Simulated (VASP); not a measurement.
# Cr (Fm-3m) in VASP: further runs

The runs below take Cr through single point, with RPBE.

Program: VASP 6.6.1. These are calculated values, not measurements. Logs are shortened: lines on timing, memory, paths and dates and some standing lists are left out, and cuts for length are marked.

## 1. The cell of the first run

Symmetry: Fm-3m, No. 225, cubic system. Conventional cell: a = 3.550 Å, b = 3.550 Å, c = 3.550 Å, α = 90.00°, β = 90.00°, γ = 90.00°. Within 3.3 Å of Cr (site symmetry m-3m) lie 12 Cr at 2.51 Å.

## 2. Single point, RPBE (volume scaled by 0.92)

File INCAR:

```
ALGO = Normal ; EDIFF = 1E-6
ENCUT = 520 ; GGA = RP
ISIF = 2 ; ISMEAR = -1
LASPH = True ; LCHARG = False
LREAL = False ; LWAVE = False
NBANDS = 12 ; NELM = 60
PREC = Accurate ; SIGMA = 0.1
```

File KPOINTS:

```
k-points
0
Gamma
  17 17 17
```

File POSCAR:

```
Cr
1.0
    0.0000000000      1.7751828969      1.7751828969
    1.7751828969      0.0000000000      1.7751828969
    1.7751828969      1.7751828969      0.0000000000
Cr
1
Direct
    0.0000000000      0.0000000000      0.0000000000
```

Potentials or basis: VASP PAW PBE potentials, release 64 (Cr_pv).

The run is started by

```
cat potpaw_PBE.64/Cr_pv/POTCAR > POTCAR
mpirun -np 1 vasp_std > vasp.out
```

OUTCAR:

```text
EDIFF = 1E-6
   ENCUT = 520
   GGA = RP
   ISIF = 2
   ISMEAR = -1
   LASPH = True
   LREAL = False
   NELM = 60
   PREC = Accurate

 ion  position               nearest neighbor table
   1  0.000  0.000  0.000-

  LATTYP: Found a face centered cubic cell.
 ALAT       =     3.5503657938

  Lattice vectors:

 A1 = (   0.0000000000,   1.7751828969,   1.7751828969)
 A2 = (   1.7751828969,   0.0000000000,   1.7751828969)
 A3 = (   1.7751828969,   1.7751828969,   0.0000000000)

Analysis of symmetry for initial positions (statically):
=====================================================================
 Subroutine PRICEL returns:
 Original cell was already a primitive cell.

 Routine SETGRP: Setting up the symmetry group for a
 face centered cubic supercell.

 Subroutine GETGRP returns: Found 48 space group operations
 (whereof 48 operations were pure point group operations)
 out of a pool of 48 trial point group operations.

The static configuration has the point symmetry O_h .

Analysis of symmetry for dynamics (positions and initial velocities):
=====================================================================
 Subroutine PRICEL returns:
 Original cell was already a primitive cell.

 Routine SETGRP: Setting up the symmetry group for a
 face centered cubic supercell.

 Subroutine GETGRP returns: Found 48 space group operations
 (whereof 48 operations were pure point group operations)
 out of a pool of 48 trial point group operations.

The dynamic configuration has the point symmetry O_h .

 Subroutine INISYM returns: Found 48 space group operations
 (whereof 48 operations are pure point group operations),
 and found     1 'primitive' translations

----------------------------------------------------------------------------------------

                                     Primitive cell

  volume of cell :      11.1882

  direct lattice vectors                    reciprocal lattice vectors
     0.000000000  1.775182897  1.775182897    -0.281661118  0.281661118  0.281661118
     1.775182897  0.000000000  1.775182897     0.281661118 -0.281661118  0.281661118
     1.775182897  1.775182897  0.000000000     0.281661118  0.281661118 -0.281661118

  length of vectors
     2.510487728  2.510487728  2.510487728     0.487851367  0.487851367  0.487851367

  position of ions in fractional coordinates (direct lattice)
     0.000000000  0.000000000  0.000000000

  ion indices of the primitive-cell ions
   primitive index   ion index
                 1           1

----------------------------------------------------------------------------------------

[... 74 lines left out ...]
   NFREE  =      0    steps in history (QN), initial steepest desc. (CG)
   ISIF   =      2    stress and relaxation
   ISYM   =      2    0-nonsym 1-usesym 2-fastsym
   POTIM  = 0.5000    time-step for ionic-motion
   TEBEG  =    0.0;   TEEND  =   0.0 temperature during run
   PSTRESS=    0.0 pullay stress
   NELECT =      12.0000    total number of electrons
   NUPDOWN=      -1.0000    fix difference up-down
   EMIN   =  10.00;   EMAX   =-10.00  energy-range for DOS
   EFERMI =   0.00;   METHOD = LEGACY
   ISMEAR =    -1;   SIGMA  =   0.10  broadening in eV -4-tet -1-fermi 0-gaus
   EFERMI_NEDOS =   21; number of points for ismear=-14 and -15
   IALGO  =     38    algorithm
   IMIX   =      4    mixing-type and parameters
     AMIX     =   0.40;   BMIX     =  1.00
     AMIX_MAG =   1.60;   BMIX_MAG =  1.00
  volume/ion in A,a.u.               =      11.19        75.50
  Fermi-wavevector in a.u.,A,eV,Ry     =   1.675774  3.166754 38.208137  2.808219
  Thomas-Fermi vector in A             =   2.760334
   LORBIT       =      0    0 simple, 1 ext, 2 COOP (PROOUT), +10 PAW based schemes
   GGA     = RP    functional components
   LHFCALC =     F    Hartree Fock is set to
   AEXX    =    0.0000 exact exchange contribution
   IVDW    =     0    specifies the selected vdW correction
   LEPSILON=     F    determine dielectric tensor
   LRPA    =     F    only Hartree local field effects (RPA)
 non-spin polarized calculation
  energy-cutoff  :      520.00
  volume of cell :       11.19
 maximum number of plane-waves:       312
   NGX =  9   NGY =  9   NGZ =  9

 number of electron      11.9999997 magnetization

 Free energy of the ion-electron system (eV)
  ---------------------------------------------------
  ext. energy  EPLUGINS =         0.00000000
  ---------------------------------------------------
  free energy    TOTEN  =        -8.57260088 eV

  energy without entropy =       -8.51844215  energy(sigma->0) =       -8.54552151

 E-fermi :  11.3009     XC(G=0): -13.7286

 val. band max:       11.3001346409   @ k =   0.1765   0.1176   0.0000
 cond. band min:      11.3030439797   @ k =  -0.4706   0.1765   0.0588
 fundamental gap:      0.0029093388
 Fermi energy:        11.3009035148

 k-point     1 :       0.0000    0.0000    0.0000
  band No.  band energies     occupation
      1     -31.0396      2.00000
      2     -31.0396      2.00000
      3     -31.0396      2.00000
      4       3.5782      2.00000
      5      10.8127      1.98495
      6      10.8127      1.98495
      7      10.8127      1.98495
      8      12.7397      0.00000
      9      12.7397      0.00000
     10      18.9268      0.00000
     11      31.4470      0.00000
     12      37.4692      0.00000
[... 331 lines left out ...]
 k-point    24 :      -0.1176    0.0588    0.0000
  band No.  band energies     occupation
      1     -31.2386      2.00000
      2     -31.0894      2.00000
      3     -31.0555      2.00000
      4       4.4797      2.00000
      5      10.3846      1.99979
      6      11.0895      1.78460
      7      11.0936      1.77653
      8      12.4415      0.00002
      9      12.7956      0.00000
     10      18.9264      0.00000
     11      31.4851      0.00000
     12      33.2795      0.00000

 [... further k-points ...]
[... 5 lines left out ...]
  --------------------------------------------------------------------------------------
  -------------------------------------------------------------------------------------
  Total        1.5024264      1.5024264      1.5024264     -0.0000000     -0.0000000      0.0000000
  in kB      215.1515445    215.1515445    215.1515445     -0.0000000     -0.0000000      0.0000000
  external PRESSURE =     215.1515445 kB  Pullay stress =       0.0000000 kB

 VOLUME and BASIS-vectors are now :
 -----------------------------------------------------------------------------
  energy-cutoff  :      520.00
  volume of cell :       11.19
      direct lattice vectors                 reciprocal lattice vectors
     0.000000000  1.775182897  1.775182897    -0.281661118  0.281661118  0.281661118
     1.775182897  0.000000000  1.775182897     0.281661118 -0.281661118  0.281661118
     1.775182897  1.775182897  0.000000000     0.281661118  0.281661118 -0.281661118

 POSITION                                       TOTAL-FORCE (eV/Angst)
 -----------------------------------------------------------------------------------
      0.00000      0.00000      0.00000         0.000000      0.000000      0.000000
 -----------------------------------------------------------------------------------
    total drift:                               -0.000000     -0.000000     -0.000000

  FREE ENERGIE OF THE ION-ELECTRON SYSTEM (eV)
  ---------------------------------------------------
  free  energy   TOTEN  =        -8.5726008757 eV

  energy  without entropy=       -8.5184421517  energy(sigma->0) =       -8.54552151
```

Wall time 20 s (1 thread of AMD EPYC 7R43 (Zen 3), shared host); peak memory 0.1 GiB.

What came out:

| Quantity | Value |
| --- | --- |
| Free energy | -8.5726 eV |
| Pressure | 21.5 GPa |
| Band gap on the k mesh | zero (band 6 reaches 14.00 eV, above the bottom of band 7 at 10.81 eV) |

Levels at points of the mesh, in eV from the Fermi level:
```tsv
k point	band 2	band 3	band 4	band 5	band 6	band 7	band 8	band 9	band 10	band 11
(0.00, 0.00, 0.00)	-42.34	-42.34	-7.72	-0.49	-0.49	-0.49	1.44	1.44	7.63	20.15
```

Caveat: the PAW data sets were made with another functional, which shifts forces and pressure a little; the run has no spin polarisation, though such a crystal can be magnetic. Spin polarisation is off, so any magnetic state and its effect on volume and gap are missing.

## 3. Single point, RPBE (volume scaled by 0.96)

File INCAR:

```
SYSTEM = Cr
PREC = Accurate ; ENCUT = 520
EDIFF = 1E-6 ; ISMEAR = -1
SIGMA = 0.1 ; LREAL = .FALSE.
LASPH = .TRUE. ; NELM = 60
ALGO = Normal ; ISIF = 2
LWAVE = .FALSE. ; LCHARG = .TRUE.
GGA = RP ; LELF = .TRUE.
LVHAR = .TRUE. ; NBANDS = 12
```

File KPOINTS:

```
Automatic mesh
0
G
  17 17 17
  0 0 0
```

File POSCAR:

```
Cr
1.0
    0.0000000000      1.8005460793      1.8005460793
    1.8005460793      0.0000000000      1.8005460793
    1.8005460793      1.8005460793      0.0000000000
Cr
1
Direct
    0.0000000000      0.0000000000      0.0000000000
```

Potentials or basis: VASP PAW PBE potentials, release 64 (Cr_pv).

The run is started by

```
cat potpaw_PBE.64/Cr_pv/POTCAR > POTCAR
mpirun -np 1 vasp_std > vasp.out
```

OUTCAR:

```text
SYSTEM = Cr
   PREC = Accurate
   ENCUT = 520
   EDIFF = 1E-6
   ISMEAR = -1
   LREAL = .FALSE.
   LASPH = .TRUE.
   NELM = 60
   ISIF = 2
   GGA = RP

 ion  position               nearest neighbor table
   1  0.000  0.000  0.000-

  LATTYP: Found a face centered cubic cell.
 ALAT       =     3.6010921586

  Lattice vectors:

 A1 = (   0.0000000000,   1.8005460793,   1.8005460793)
 A2 = (   1.8005460793,   0.0000000000,   1.8005460793)
 A3 = (   1.8005460793,   1.8005460793,   0.0000000000)

Analysis of symmetry for initial positions (statically):
=====================================================================
 Subroutine PRICEL returns:
 Original cell was already a primitive cell.

 Routine SETGRP: Setting up the symmetry group for a
 face centered cubic supercell.

 Subroutine GETGRP returns: Found 48 space group operations
 (whereof 48 operations were pure point group operations)
 out of a pool of 48 trial point group operations.

The static configuration has the point symmetry O_h .

Analysis of symmetry for dynamics (positions and initial velocities):
=====================================================================
 Subroutine PRICEL returns:
 Original cell was already a primitive cell.

 Routine SETGRP: Setting up the symmetry group for a
 face centered cubic supercell.

 Subroutine GETGRP returns: Found 48 space group operations
 (whereof 48 operations were pure point group operations)
 out of a pool of 48 trial point group operations.

The dynamic configuration has the point symmetry O_h .

 Subroutine INISYM returns: Found 48 space group operations
 (whereof 48 operations are pure point group operations),
 and found     1 'primitive' translations

----------------------------------------------------------------------------------------

                                     Primitive cell

  volume of cell :      11.6746

  direct lattice vectors                    reciprocal lattice vectors
     0.000000000  1.800546079  1.800546079    -0.277693532  0.277693532  0.277693532
     1.800546079  0.000000000  1.800546079     0.277693532 -0.277693532  0.277693532
     1.800546079  1.800546079  0.000000000     0.277693532  0.277693532 -0.277693532

  length of vectors
     2.546356685  2.546356685  2.546356685     0.480979306  0.480979306  0.480979306

  position of ions in fractional coordinates (direct lattice)
     0.000000000  0.000000000  0.000000000

  ion indices of the primitive-cell ions
   primitive index   ion index
                 1           1

----------------------------------------------------------------------------------------

 KPOINTS: Automatic mesh

Automatic generation of k-mesh.
 Grid dimensions read from file:
 generate k-points for:   17   17   17

 Generating k-lattice:

  Cartesian coordinates                     Fractional coordinates (reciprocal lattice)
    -0.016334914  0.016334914  0.016334914     0.058823529  0.000000000  0.000000000
     0.016334914 -0.016334914  0.016334914     0.000000000  0.058823529  0.000000000
     0.016334914  0.016334914 -0.016334914     0.000000000  0.000000000  0.058823529

  Length of vectors
     0.028292900  0.028292900  0.028292900

  Shift w.r.t. Gamma in fractional coordinates (k-lattice)
     0.000000000  0.000000000  0.000000000

 Subroutine IBZKPT returns following result:
 ===========================================

 Found    165 irreducible k-points:

 Following reciprocal coordinates:
            Coordinates               Weight
  0.000000  0.000000  0.000000      1.000000
  0.058824  0.000000  0.000000      8.000000
  0.117647  0.000000  0.000000      8.000000
  0.176471  0.000000  0.000000      8.000000
  0.235294  0.000000  0.000000      8.000000
  0.294118  0.000000  0.000000      8.000000
[... 16 lines left out ...]
 -0.176471  0.058824  0.000000     24.000000
 -0.117647  0.058824  0.000000     24.000000
 [... further k-points ...]
   k-points           NKPTS =    165   k-points in BZ     NKDIM =    165   number of bands    NBANDS=     12
   number of dos      NEDOS =    301   number of ions     NIONS =      1
   total plane-waves  NPLWV =   8000
   dimension x,y,z NGX =    20 NGY =   20 NGZ =   20
   dimension x,y,z NGXF=    40 NGYF=   40 NGZF=   40
   ions per type =               1
   NGX,Y,Z   is equivalent  to a cutoff of  13.06, 13.06, 13.06 a.u.
   NGXF,Y,Z  is equivalent  to a cutoff of  26.12, 26.12, 26.12 a.u.
 SYSTEM =  Cr
   PREC   = accura    normal or accurate (medium, high low for compatibility)
   ISTART =      0    job   : 0-new  1-cont  2-samecut
   ICHARG =      2    charge: 1-file 2-atom 10-const
   ISPIN  =      1    spin polarized calculation?
   LNONCOLLINEAR =      F non collinear calculations
   LSORBIT =      F    spin-orbit coupling
   LASPH  =      T    aspherical Exc in radial PAW
   ENCUT  =  520.0 eV  38.22 Ry    6.18 a.u.   4.73  4.73  4.73*2*pi/ulx,y,z
   NELM   =     60;   NELMIN=  2; NELMDL= -5     # of ELM steps
   EDIFF  = 0.1E-05   stopping-criterion for ELM
   LREAL  =      F    real-space projection
   EDIFFG = 0.1E-04   stopping-criterion for IOM
   NSW    =      0    number of steps for IOM
   IBRION =     -1    ionic relax: 0-MD 1-quasi-New 2-CG
   NFREE  =      0    steps in history (QN), initial steepest desc. (CG)
   ISIF   =      2    stress and relaxation
   ISYM   =      2    0-nonsym 1-usesym 2-fastsym
   POTIM  = 0.5000    time-step for ionic-motion
   TEBEG  =    0.0;   TEEND  =   0.0 temperature during run
   PSTRESS=    0.0 pullay stress
   NELECT =      12.0000    total number of electrons
   NUPDOWN=      -1.0000    fix difference up-down
   EMIN   =  10.00;   EMAX   =-10.00  energy-range for DOS
   EFERMI =   0.00;   METHOD = LEGACY
   ISMEAR =    -1;   SIGMA  =   0.10  broadening in eV -4-tet -1-fermi 0-gaus
   EFERMI_NEDOS =   21; number of points for ismear=-14 and -15
   IALGO  =     38    algorithm
   IMIX   =      4    mixing-type and parameters
     AMIX     =   0.40;   BMIX     =  1.00
     AMIX_MAG =   1.60;   BMIX_MAG =  1.00
  volume/ion in A,a.u.               =      11.67        78.78
  Fermi-wavevector in a.u.,A,eV,Ry     =   1.652169  3.122146 37.139290  2.729661
  Thomas-Fermi vector in A             =   2.740823
   LORBIT       =      0    0 simple, 1 ext, 2 COOP (PROOUT), +10 PAW based schemes
   GGA     = RP    functional components
   LHFCALC =     F    Hartree Fock is set to
   AEXX    =    0.0000 exact exchange contribution
   IVDW    =     0    specifies the selected vdW correction
   LEPSILON=     F    determine dielectric tensor
   LRPA    =     F    only Hartree local field effects (RPA)
 non-spin polarized calculation
  energy-cutoff  :      520.00
  volume of cell :       11.67
 maximum number of plane-waves:       331
   NGX =  9   NGY =  9   NGZ =  9

 number of electron      12.0000009 magnetization

 Free energy of the ion-electron system (eV)
  ---------------------------------------------------
  ext. energy  EPLUGINS =         0.00000000
  ---------------------------------------------------
  free energy    TOTEN  =        -8.61915213 eV

  energy without entropy =       -8.56196601  energy(sigma->0) =       -8.59055907

 E-fermi :  10.7017     XC(G=0): -13.4805

 val. band max:       10.6986734697   @ k =  -0.1176   0.1176   0.0000
 cond. band min:      10.7065240470   @ k =   0.1765   0.1176   0.0000
 fundamental gap:      0.0078505773
 Fermi energy:        10.7017139453

 k-point     1 :       0.0000    0.0000    0.0000
  band No.  band energies     occupation
      1     -31.7218      2.00000
      2     -31.7218      2.00000
      3     -31.7218      2.00000
      4       3.1160      2.00000
      5      10.2474      1.97894
      6      10.2474      1.97894
      7      10.2474      1.97894
      8      12.0606      0.00000
      9      12.0606      0.00000
     10      18.2770      0.00000
     11      30.5735      0.00000
     12      36.3276      0.00000

 k-point     2 :       0.0588    0.0000    0.0000
  band No.  band energies     occupation
      1     -31.7529      2.00000
      2     -31.7257      2.00000
      3     -31.7257      2.00000
      4       3.2587      2.00000
      5      10.1783      1.98939
      6      10.2953      1.96624
      7      10.2953      1.96624
      8      12.0333      0.00000
      9      12.0333      0.00000
     10      18.2769      0.00000
     11      30.6313      0.00000
     12      35.0879      0.00000
[... 316 lines left out ...]
 k-point    24 :      -0.1176    0.0588    0.0000
  band No.  band energies     occupation
      1     -31.8947      2.00000
      2     -31.7653      2.00000
      3     -31.7358      2.00000
      4       3.9856      2.00000
      5       9.8447      1.99962
      6      10.5089      1.74612
      7      10.5117      1.73988
      8      11.7834      0.00004
      9      12.1144      0.00000
     10      18.2765      0.00000
     11      30.4487      0.00000
     12      32.2193      0.00000

 [... further k-points ...]
[... 5 lines left out ...]
  --------------------------------------------------------------------------------------
  -------------------------------------------------------------------------------------
  Total        0.6854446      0.6854446      0.6854446      0.0000000     -0.0000000      0.0000000
  in kB       94.0676300     94.0676300     94.0676300      0.0000000     -0.0000000      0.0000000
  external PRESSURE =      94.0676300 kB  Pullay stress =       0.0000000 kB

 VOLUME and BASIS-vectors are now :
 -----------------------------------------------------------------------------
  energy-cutoff  :      520.00
  volume of cell :       11.67
      direct lattice vectors                 reciprocal lattice vectors
     0.000000000  1.800546079  1.800546079    -0.277693532  0.277693532  0.277693532
     1.800546079  0.000000000  1.800546079     0.277693532 -0.277693532  0.277693532
     1.800546079  1.800546079  0.000000000     0.277693532  0.277693532 -0.277693532

 POSITION                                       TOTAL-FORCE (eV/Angst)
 -----------------------------------------------------------------------------------
      0.00000      0.00000      0.00000        -0.000000     -0.000000     -0.000000
 -----------------------------------------------------------------------------------
    total drift:                               -0.000000     -0.000000     -0.000000

  FREE ENERGIE OF THE ION-ELECTRON SYSTEM (eV)
  ---------------------------------------------------
  free  energy   TOTEN  =        -8.6191521322 eV

  energy  without entropy=       -8.5619660051  energy(sigma->0) =       -8.59055907
```

stdout:

```text
POSCAR found type information on POSCAR Cr
 POSCAR found :  1 types and       1 ions
 scaLAPACK will be used
 -----------------------------------------------------------------------------
|                                                                             |
|                                                                             |
|     You enforced a specific xc type in the INCAR file but a different       |
|     I HOPE YOU KNOW WHAT YOU ARE DOING!                                     |
|                                                                             |
 -----------------------------------------------------------------------------

 LDA part: xc-table for (Slater+PW92), standard interpolation
 POSCAR, INCAR and KPOINTS ok, starting setup
 FFT: planning ... GRIDC
 FFT: planning ... GRID_SOFT
 FFT: planning ... GRID
 WAVECAR not read
 entering main loop
```

It took 21 s on 1 thread of AMD EPYC 7R43 (Zen 3), shared host; peak memory 0.1 GiB.

Results:

| Property | Result |
| --- | --- |
| Free energy | -8.6192 eV |
| Pressure | 9.4 GPa |
| Band gap on the k mesh | zero (band 6 reaches 13.25 eV, above the bottom of band 7 at 10.25 eV) |

Caveat: the PAW data sets were made with another functional, which shifts forces and pressure a little; the run has no spin polarisation, though such a crystal can be magnetic.
